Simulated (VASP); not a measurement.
Set up this calculation in VASP 6.6.1, as the native input.

```yaml
Task: single point
Functional: PBE
Dispersion: D3(BJ)
Potentials_or_basis: VASP PAW PBE potentials, release 64 (Te, Mo_sv)
Cutoff: 520 eV
k_mesh: 9 × 9 × 1
Occupations: gaussian, width 0.01 eV
Spin: no spin polarisation
Dipole_correction: yes
Further_INCAR_settings: ALGO = Normal; EDIFF = 1e-06; NBANDS = 20
```

The structure of Te2Mo lies in POSCAR:

```
Te2Mo
1.0
    3.5038242624      0.0000000000      0.0000000000
   -1.7519121312      3.0344008216      0.0000000000
    0.0000000000      0.0000000000     33.2702847619
Te Mo
2 1
Direct
    0.3333333333      0.6666666667      0.4453867189
    0.3333333333      0.6666666667      0.5546132811
    0.6666666667      0.3333333333      0.5000000000
```

One way to write it, as run:

INCAR

```
PREC = Accurate
ENCUT = 520
EDIFF = 1E-6
ISMEAR = 0
SIGMA = 0.01
LREAL = F
LASPH = T
NELM = 80
ALGO = Normal
ISIF = 2
LWAVE = F
LCHARG = F
LDIPOL = T
IDIPOL = 3
DIPOL = 0.5 0.5 0.500
GGA = PE
IVDW = 12
NBANDS = 20
```

KPOINTS

```
Automatic mesh
0
Gamma
  9 9 1
```

Potentials or basis: VASP PAW PBE potentials, release 64 (Te, Mo_sv).

Command:

```bash
$ cat potpaw_PBE.64/Te/POTCAR potpaw_PBE.64/Mo_sv/POTCAR > POTCAR
$ mpirun -np 1 vasp_std > vasp.out
```

It gave:

```
Largest force              : 0.013 eV/Å
Band gap on the k mesh     : 1.19 eV
Dispersion energy per atom : -0.401 eV
```

Caveat: spin-orbit coupling is left out, which moves the levels of the heavy elements.

Run time: 78 s on 1 thread of Intel(R) Xeon(R) 6975P-C (Granite Rapids), on a shared host, peak memory 0.49 GiB.
